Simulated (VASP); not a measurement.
# Cu (P6_3/mmc) in VASP: notebook

Runs on Cu. Level: PBEsol+D3(BJ). Tasks: single point.

All numbers are computed with VASP 6.6.1; they aren't measurements. Logs are shortened: lines on timing, memory, paths and dates and some standing lists are left out, and cuts for length are marked.

## (1) The cell of the first run

The structure is hexagonal, space group P6_3/mmc (No. 194). Conventional cell: a = 2.425 Å, b = 2.425 Å, c = 7.896 Å, α = 90.00°, β = 90.00°, γ = 120.00°. Cu (site symmetry -3m) has 12 Cu at 2.42 to 2.43 Å within 3.2 Å. Within 3.2 Å of Cu (site symmetry -6m2) lie 12 Cu at 2.42 to 2.43 Å.

## (2) Single point, PBEsol+D3(BJ)

Input file INCAR:

```
SYSTEM = Cu
PREC = Accurate ; ENCUT = 520
EDIFF = 1E-6 ; ISMEAR = 1
SIGMA = 0.1 ; LREAL = .FALSE.
LASPH = .TRUE. ; NELM = 80
ALGO = Normal ; ISIF = 2
LWAVE = .FALSE. ; LCHARG = .FALSE.
GGA = PS ; IVDW = 12
NBANDS = 30
```

Input file KPOINTS:

```
Automatic mesh
0
G
  10 10 3
  0 0 0
```

Input file POSCAR:

```
Cu
1.0
    2.4253185212      0.0000000000      0.0000000000
   -1.2126592606      2.1003874516      0.0000000000
    0.0000000000      0.0000000000      7.8962204815
Cu
4
Direct
    0.0000000000      0.0000000000      0.0000000000
    0.3333333333      0.6666666667      0.2500000000
    0.0000000000      0.0000000000      0.5000000000
    0.6666666667      0.3333333333      0.7500000000
```

Potentials or basis: VASP PAW PBE potentials, release 64 (Cu).

Run with:

```
cat potpaw_PBE.64/Cu/POTCAR > POTCAR
mpirun -np 1 vasp_std > vasp.out
```

OUTCAR:

```text
SYSTEM = Cu
   PREC = Accurate
   ENCUT = 520
   EDIFF = 1E-6
   ISMEAR = 1
   LREAL = .FALSE.
   LASPH = .TRUE.
   NELM = 80
   ISIF = 2
   GGA = PS
   IVDW = 12
 IVDW          = 12

 ion  position               nearest neighbor table
   1  0.000  0.000  0.000-   2 2.42   4 2.42   2 2.42   4 2.42   4 2.42   2 2.42
   2  0.333  0.667  0.250-   1 2.42   3 2.42   1 2.42   3 2.42   1 2.42   3 2.42
   3  0.000  0.000  0.500-   2 2.42   4 2.42   2 2.42   4 2.42   4 2.42   2 2.42
   4  0.667  0.333  0.750-   1 2.42   3 2.42   1 2.42   3 2.42   1 2.42   3 2.42

  LATTYP: Found a hexagonal cell.
 ALAT       =     2.4253185212
 C/A-ratio  =     3.2557457557

  Lattice vectors:

 A1 = (   2.4253185212,   0.0000000000,   0.0000000000)
 A2 = (  -1.2126592606,   2.1003874516,   0.0000000000)
 A3 = (   0.0000000000,   0.0000000000,   7.8962204815)

Analysis of symmetry for initial positions (statically):
=====================================================================
 Subroutine PRICEL returns:
 Original cell was already a primitive cell.

 Routine SETGRP: Setting up the symmetry group for a
 hexagonal supercell.

 Subroutine GETGRP returns: Found 24 space group operations
 (whereof 12 operations were pure point group operations)
 out of a pool of 24 trial point group operations.

The static configuration has the point symmetry D_3d.
 The point group associated with its full space group is D_6h.

Analysis of symmetry for dynamics (positions and initial velocities):
=====================================================================
 Subroutine PRICEL returns:
 Original cell was already a primitive cell.

 Routine SETGRP: Setting up the symmetry group for a
 hexagonal supercell.

 Subroutine GETGRP returns: Found 24 space group operations
 (whereof 12 operations were pure point group operations)
 out of a pool of 24 trial point group operations.

The dynamic configuration has the point symmetry D_3d.
 The point group associated with its full space group is D_6h.

 Subroutine INISYM returns: Found 24 space group operations
 (whereof 12 operations are pure point group operations),
 and found     1 'primitive' translations

----------------------------------------------------------------------------------------

                                     Primitive cell

  volume of cell :      40.2242

  direct lattice vectors                    reciprocal lattice vectors
     2.425318521  0.000000000  0.000000000     0.412316977  0.238051317  0.000000000
    -1.212659261  2.100387452  0.000000000     0.000000000  0.476102635  0.000000000
     0.000000000  0.000000000  7.896220482     0.000000000  0.000000000  0.126642867

  length of vectors
     2.425318521  2.425318521  7.896220482     0.476102635  0.476102635  0.126642867

  position of ions in fractional coordinates (direct lattice)
     0.000000000  0.000000000  0.000000000
     0.333333333  0.666666667  0.250000000
     0.000000000  0.000000000  0.500000000
     0.666666667  0.333333333  0.750000000

  ion indices of the primitive-cell ions
   primitive index   ion index
                 1           1
                 2           2
                 3           3
                 4           4

----------------------------------------------------------------------------------------

 KPOINTS: Automatic mesh

Automatic generation of k-mesh.
 Grid dimensions read from file:
 generate k-points for:   10   10    3

 Generating k-lattice:

  Cartesian coordinates                     Fractional coordinates (reciprocal lattice)
     0.041231698  0.023805132  0.000000000     0.100000000 -0.000000000  0.000000000
     0.000000000  0.047610263  0.000000000     0.000000000  0.100000000  0.000000000
     0.000000000  0.000000000  0.042214289     0.000000000  0.000000000  0.333333333

  Length of vectors
     0.047610263  0.047610263  0.042214289

  Shift w.r.t. Gamma in fractional coordinates (k-lattice)
     0.000000000  0.000000000  0.000000000

 Subroutine IBZKPT returns following result:
 ===========================================

 Found     28 irreducible k-points:

 Following reciprocal coordinates:
            Coordinates               Weight
  0.000000  0.000000  0.000000      1.000000
  0.100000  0.000000  0.000000      6.000000
  0.200000  0.000000  0.000000      6.000000
  0.300000 -0.000000  0.000000      6.000000
  0.400000  0.000000  0.000000      6.000000
  0.500000 -0.000000  0.000000      3.000000
[... 16 lines left out ...]
  0.300000  0.100000  0.333333     24.000000
  0.400000  0.100000  0.333333     24.000000
 [... further k-points ...]
   k-points           NKPTS =     28   k-points in BZ     NKDIM =     28   number of bands    NBANDS=     30
   number of dos      NEDOS =    301   number of ions     NIONS =      4
   total plane-waves  NPLWV =  19440
   dimension x,y,z NGX =    18 NGY =   18 NGZ =   60
   dimension x,y,z NGXF=    36 NGYF=   36 NGZF=  120
   ions per type =               4
   NGX,Y,Z   is equivalent  to a cutoff of  12.34, 12.34, 12.63 a.u.
   NGXF,Y,Z  is equivalent  to a cutoff of  24.68, 24.68, 25.26 a.u.
 SYSTEM =  Cu
   PREC   = accura    normal or accurate (medium, high low for compatibility)
   ISTART =      0    job   : 0-new  1-cont  2-samecut
   ICHARG =      2    charge: 1-file 2-atom 10-const
   ISPIN  =      1    spin polarized calculation?
   LNONCOLLINEAR =      F non collinear calculations
   LSORBIT =      F    spin-orbit coupling
   LASPH  =      T    aspherical Exc in radial PAW
   ENCUT  =  520.0 eV  38.22 Ry    6.18 a.u.   4.51  4.51 14.68*2*pi/ulx,y,z
   NELM   =     80;   NELMIN=  2; NELMDL= -5     # of ELM steps
   EDIFF  = 0.1E-05   stopping-criterion for ELM
   LREAL  =      F    real-space projection
   EDIFFG = 0.1E-04   stopping-criterion for IOM
   NSW    =      0    number of steps for IOM
   IBRION =     -1    ionic relax: 0-MD 1-quasi-New 2-CG
   NFREE  =      0    steps in history (QN), initial steepest desc. (CG)
   ISIF   =      2    stress and relaxation
   ISYM   =      2    0-nonsym 1-usesym 2-fastsym
   POTIM  = 0.5000    time-step for ionic-motion
   TEBEG  =    0.0;   TEEND  =   0.0 temperature during run
   PSTRESS=    0.0 pullay stress
   NELECT =      44.0000    total number of electrons
   NUPDOWN=      -1.0000    fix difference up-down
   EMIN   =  10.00;   EMAX   =-10.00  energy-range for DOS
   EFERMI =   0.00;   METHOD = LEGACY
   ISMEAR =     1;   SIGMA  =   0.10  broadening in eV -4-tet -1-fermi 0-gaus
   EFERMI_NEDOS =   21; number of points for ismear=-14 and -15
   IALGO  =     38    algorithm
   IMIX   =      4    mixing-type and parameters
     AMIX     =   0.40;   BMIX     =  1.00
     AMIX_MAG =   1.60;   BMIX_MAG =  1.00
  volume/ion in A,a.u.               =      10.06        67.86
  Fermi-wavevector in a.u.,A,eV,Ry     =   1.686799  3.187587 38.712515  2.845290
  Thomas-Fermi vector in A             =   2.769399
   LORBIT       =      0    0 simple, 1 ext, 2 COOP (PROOUT), +10 PAW based schemes
   GGA     = PS    functional components
   LHFCALC =     F    Hartree Fock is set to
   AEXX    =    0.0000 exact exchange contribution
   IVDW    =    12    specifies the selected vdW correction
   LEPSILON=     F    determine dielectric tensor
   LRPA    =     F    only Hartree local field effects (RPA)
 non-spin polarized calculation
 Methfessel and Paxton  Order N= 1 SIGMA  =   0.10
  energy-cutoff  :      520.00
  volume of cell :       40.22
 maximum number of plane-waves:      1104
   NGX =  9   NGY =  9   NGZ = 29

 number of electron      44.0000070 magnetization

 Free energy of the ion-electron system (eV)
  ---------------------------------------------------
  ext. energy  EPLUGINS =         0.00000000
  ---------------------------------------------------
  free energy    TOTEN  =       -16.78505851 eV

  energy without entropy =      -16.78460607  energy(sigma->0) =      -16.78490770

 E-fermi :   9.5626     XC(G=0): -13.8751

 val. band max:        9.5464730331   @ k =   0.3000  -0.0000   0.3333
 cond. band min:       9.6072522349   @ k =   0.4000   0.1000   0.3333
 fundamental gap:      0.0607792017
 Fermi energy:         9.5625768954

 k-point     1 :       0.0000    0.0000    0.0000
  band No.  band energies     occupation
      1      -1.1244      2.00000
      2       1.2293      2.00000
      3       1.2549      2.00000
      4       3.4801      2.00000
      5       5.6634      2.00000
      6       5.6686      2.00000
[... 22 lines left out ...]
     29      32.6510      0.00000
     30      33.4509      0.00000

 k-point     2 :       0.1000    0.0000    0.0000
  band No.  band energies     occupation
      1      -0.7631      2.00000
      2       1.5454      2.00000
      3       1.5700      2.00000
      4       3.6977      2.00000
      5       5.4863      2.00000
      6       5.5713      2.00000
[... 22 lines left out ...]
     29      30.4354      0.00000
     30      30.4381      0.00000

 k-point     3 :       0.2000    0.0000    0.0000
  band No.  band energies     occupation
      1       0.2769      2.00000
      2       2.3882      2.00000
      3       2.4088      2.00000
      4       4.2000      2.00000
      5       5.2078      2.00000
      6       5.3274      2.00000
[... 22 lines left out ...]
     29      25.7748      0.00000
     30      25.9635      0.00000

 k-point     4 :       0.3000   -0.0000    0.0000
  band No.  band energies     occupation
      1       1.8086      2.00000
      2       3.2864      2.00000
      3       3.3049      2.00000
      4       4.4263      2.00000
      5       4.8916      2.00000
      6       5.0718      2.00000
[... 22 lines left out ...]
     29      25.6325      0.00000
     30      25.8323      0.00000

 k-point     5 :       0.4000    0.0000    0.0000
  band No.  band energies     occupation
      1       3.2062      2.00000
      2       3.5941      2.00000
      3       3.7346      2.00000
      4       4.2764      2.00000
      5       4.6805      2.00000
      6       4.8250      2.00000
[... 22 lines left out ...]
     29      23.2251      0.00000
     30      23.8352      0.00000
[... 526 lines left out ...]
     29      27.0992      0.00000
     30      27.4033      0.00000

 k-point    22 :       0.2000    0.1000    0.3333
  band No.  band energies     occupation
      1       1.4764      2.00000
      2       2.1321      2.00000
      3       3.9874      2.00000
      4       4.4849      2.00000
      5       4.9096      2.00000
      6       4.9769      2.00000
[... 22 lines left out ...]
     29      24.3995      0.00000
     30      25.0265      0.00000

 k-point    23 :       0.3000    0.1000    0.3333
  band No.  band energies     occupation
      1       2.9415      2.00000
      2       3.2782      2.00000
      3       4.0883      2.00000
      4       4.4335      2.00000
      5       4.6157      2.00000
      6       4.7842      2.00000
[... 22 lines left out ...]
     29      22.7065      0.00000
     30      23.0043      0.00000

 k-point    24 :       0.4000    0.1000    0.3333
  band No.  band energies     occupation
      1       3.7106      2.00000
      2       3.8383      2.00000
      3       4.0037      2.00000
      4       4.2237      2.00000
      5       4.4886      2.00000
      6       4.6071      2.00000
[... 22 lines left out ...]
     29      21.7226      0.00000
     30      22.3009      0.00000

 [... further k-points ...]

------------------------ aborting loop because EDIFF is reached ----------------------------------------

 Edisp (eV)   -2.46530

 E8    (eV) :    -1.6083

  FORCE on cell =-STRESS in cart. coord.  units (eV):
  Direction    XX          YY          ZZ          XY          YZ          ZX
  --------------------------------------------------------------------------------------
  -------------------------------------------------------------------------------------
  Total       4.36908     4.36908     4.53297     0.00000     0.00000     0.00000
  in kB     174.02556   174.02556   180.55362     0.00000     0.00000     0.00000
  external pressure =      176.20 kB  Pullay stress =        0.00 kB

 VOLUME and BASIS-vectors are now :
 -----------------------------------------------------------------------------
  energy-cutoff  :      520.00
  volume of cell :       40.22
      direct lattice vectors                 reciprocal lattice vectors
     2.425318521  0.000000000  0.000000000     0.412316977  0.238051317  0.000000000
    -1.212659261  2.100387452  0.000000000     0.000000000  0.476102635  0.000000000
     0.000000000  0.000000000  7.896220482     0.000000000  0.000000000  0.126642867

 POSITION                                       TOTAL-FORCE (eV/Angst)
 -----------------------------------------------------------------------------------
      0.00000      0.00000      0.00000        -0.000000     -0.000000      0.000000
     -0.00000      1.40026      1.97406        -0.000000      0.000000      0.000000
      0.00000      0.00000      3.94811        -0.000000     -0.000000      0.000000
      1.21266      0.70013      5.92217         0.000000     -0.000000      0.000000
 -----------------------------------------------------------------------------------
    total drift:                                0.000000     -0.000000      0.000000

  FREE ENERGIE OF THE ION-ELECTRON SYSTEM (eV)
  ---------------------------------------------------
  free  energy   TOTEN  =       -19.2503563208 eV

  energy  without entropy=      -19.2499038838  energy(sigma->0) =      -19.25020551
```

It took 16 s on 1 thread of Intel Xeon 6975P-C (Granite Rapids), shared host; peak memory 0.17 GiB.

Results:

```
Free energy                : -19.2504 eV
Pressure                   : 17.6 GPa
Band gap on the k mesh     : zero (band 22 reaches 12.89 eV, above the bottom of band 23 at 7.67 eV)
Dispersion energy per atom : -0.616 eV
```

Stress tensor (GPa, compression positive):
```
17.40  0.00  0.00
 0.00 17.40  0.00
 0.00  0.00 18.06
```

Caveat: three body term missing; the PAW data sets were made with another functional, which shifts forces and pressure a little; pairwise dispersion overbinds metals, which lowers pressure and volume.

[end of part 1 of 2]
